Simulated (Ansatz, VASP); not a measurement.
**ZnO: VASP beside Ansatz**

INCAR

```
SYSTEM = ZnO
PREC     = Accurate       ! precision mode
ENCUT    = 520            ! plane-wave cutoff, eV
EDIFF    = 1E-6           ! SCF threshold, eV
ISMEAR   = 0              ! smearing method
SIGMA    = 0.1            ! smearing width, eV
LREAL    = .False.        ! projectors in reciprocal space
LASPH    = .True.         ! aspherical terms in the spheres
NELM     = 80             ! most SCF steps
ALGO     = Normal         ! electronic algorithm
ISIF     = 2              ! what is computed and relaxed
LWAVE    = .False.        ! write WAVECAR
LCHARG   = .True.         ! write CHGCAR
GGA      = PE             ! functional
LELF     = .True.         ! ELF
LVHAR    = .True.       
NBANDS   = 46             ! bands
```

Contents of KPOINTS:

```
regular mesh
0
Gamma
  4 4 4
  0 0 0
```

The input POSCAR:

```
ZnO
1.0
   -3.2336667770      3.2336667770      2.6399606049
    3.2336667770     -3.2336667770      2.6399606049
    3.2336667770      3.2336667770     -2.6399606049
Zn O
4 4
Direct
    0.4103569095      0.9103569095      0.1985622167
    0.7117946927      0.2117946927      0.8014377833
    0.9103569095      0.7117946927      0.5000000000
    0.2117946927      0.4103569095      0.5000000000
    0.2889862044      0.0896233230      0.5000000000
    0.5896233230      0.7889862044      0.5000000000
    0.7889862044      0.2889862044      0.1993628815
    0.0896233230      0.5896233230      0.8006371185
```

Input for Ansatz:

```yaml
crystal:
  lattice:
    - [-3.233666777, 3.233666777, 2.6399606049]
    - [3.233666777, -3.233666777, 2.6399606049]
    - [3.233666777, 3.233666777, -2.6399606049]
  atoms:
    - { symbol: Zn, position: [0.4103569095, 0.9103569095, 0.1985622167] }
    - { symbol: Zn, position: [0.7117946927, 0.2117946927, 0.8014377833] }
    - { symbol: Zn, position: [0.9103569095, 0.7117946927, 0.5] }
    - { symbol: Zn, position: [0.2117946927, 0.4103569095, 0.5] }
    - { symbol: O, position: [0.2889862044, 0.089623323, 0.5] }
    - { symbol: O, position: [0.589623323, 0.7889862044, 0.5] }
    - { symbol: O, position: [0.7889862044, 0.2889862044, 0.1993628815] }
    - { symbol: O, position: [0.089623323, 0.589623323, 0.8006371185] }
basis:
  ecutwfc: 420
kpoints:
  mp_grid: { grid: [4, 4, 4] }
hamiltonian:
  xc: pbe
scf:
  occupations: { method: gaussian, width: 0.1 }
  lower_state_search: "off"
output:
  forces: true
  stress: true
  eigenvalues: true
```

Change from the starting cell: the structure that the rattled cell fell into.

Alike in both runs: task single point; functional PBE; k mesh 4 × 4 × 4; occupations gaussian, width 0.1 eV; no spin polarisation.

```csv
,VASP,Ansatz
version,VASP 6.6.1,Ansatz 0.2.0
potentials or method,"VASP PAW PBE potentials, release 64 (Zn, O), cutoff 520 eV","scalar-relativistic, plane waves, PAW"
valence electrons in the cell,72,72
```

|  | VASP | Ansatz | Ansatz less VASP |
| --- | --- | --- | --- |
| gap on the k mesh at the Fermi level (eV) | 0.92 | 0.93 | +0.015 |
| least direct gap on the mesh (eV) | 0.92 | 0.93 | +0.015 |
| pressure (GPa) | 0.8 | 0.0 | -0.85 |
| traceless stress, the component that is largest in VASP (GPa) | 0.17 | 0.16 | -0.010 |
| rms of the force components (eV/Å) | 0.007 | 0.014 | +0.0066 |

Atom by atom the forces differ by 0.008 eV/Å (rms over components). The functional is the same, so the differences come from potentials, cutoffs and numerics.
